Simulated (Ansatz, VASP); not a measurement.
# One calculation of Ga, two programs

File INCAR:

```
PREC     = Accurate       # precision mode
ENCUT    = 520            # plane-wave cutoff, eV
EDIFF    = 1E-6           # SCF threshold, eV
ISMEAR   = -1             # smearing method
SIGMA    = 0.1            # smearing width, eV
LREAL    = F              # projectors in reciprocal space
LASPH    = T              # aspherical terms in the spheres
NELM     = 60             # most SCF steps
ALGO     = Normal         # electronic algorithm
ISIF     = 2              # what is computed and relaxed
LWAVE    = F              # write WAVECAR
LCHARG   = F              # write CHGCAR
GGA      = CA             # functional
NBANDS   = 34             # bands
```

File KPOINTS:

```
regular mesh
0
Gamma
  14 14 4
```

POSCAR

```
Ga
1.0
    2.8162985054      0.0000000000      0.0000000000
   -1.4081492527      2.4389860503      0.0000000000
    0.0000000000      0.0000000000      8.7966342354
Ga
4
Direct
    0.0000000000      1.0000000000      1.0000000000
    0.0000000000      1.0000000000      0.5000000000
    0.3333333333      0.6666666667      0.2500000000
    0.6666666667      0.3333333333      0.7500000000
```

Input for Ansatz:

```yaml
crystal:
  lattice:
    - [2.8162985054, 0.0, 0.0]
    - [-1.4081492527, 2.4389860503, 0.0]
    - [0.0, 0.0, 8.7966342354]
  atoms:
    - { symbol: Ga, position: [0.0, 1.0, 1.0] }
    - { symbol: Ga, position: [0.0, 1.0, 0.5] }
    - { symbol: Ga, position: [0.3333333333, 0.6666666667, 0.25] }
    - { symbol: Ga, position: [0.6666666667, 0.3333333333, 0.75] }
hamiltonian:
  xc: lda
  pseudopotentials:
    kind: paw
    azcp:
      Ga: "pseudopotentials/Ga.paw.azcp"
basis:
  ecutwfc: 420
  fft_grid_basis: typed
kpoints:
  mp_grid: { grid: [14, 14, 4], shift: [0, 0, 0] }
magnetization:
  spin_polarized: false
scf:
  occupations: { method: fermi_dirac, width: 0.1 }
  lower_state_search: "off"
output:
  stress: true
```

Alike in both runs: task single point; functional LDA; k mesh 14 × 14 × 4; occupations fermi-dirac, width 0.1 eV; no spin polarisation.

|  | VASP | Ansatz |
| --- | --- | --- |
| version | VASP 6.6.1 | Ansatz 0.2.0 |
| potentials or method | VASP PAW LDA potentials, release 64 (Ga_d), cutoff 520 eV | plane waves (420 eV) with PAW, scalar-relativistic |
| valence electrons in the cell | 52 | 52 |

```tsv
	VASP	Ansatz	Ansatz less VASP
pressure (GPa)	11.6	11.3	-0.28
traceless stress, the component that is largest in VASP (GPa)	0.65	0.62	-0.030
```

Ansatz warns that its potentials were made for another functional, while VASP's fit it. LDA's correlation is that of Perdew and Zunger in VASP and of Perdew and Wang (1992) in Ansatz.
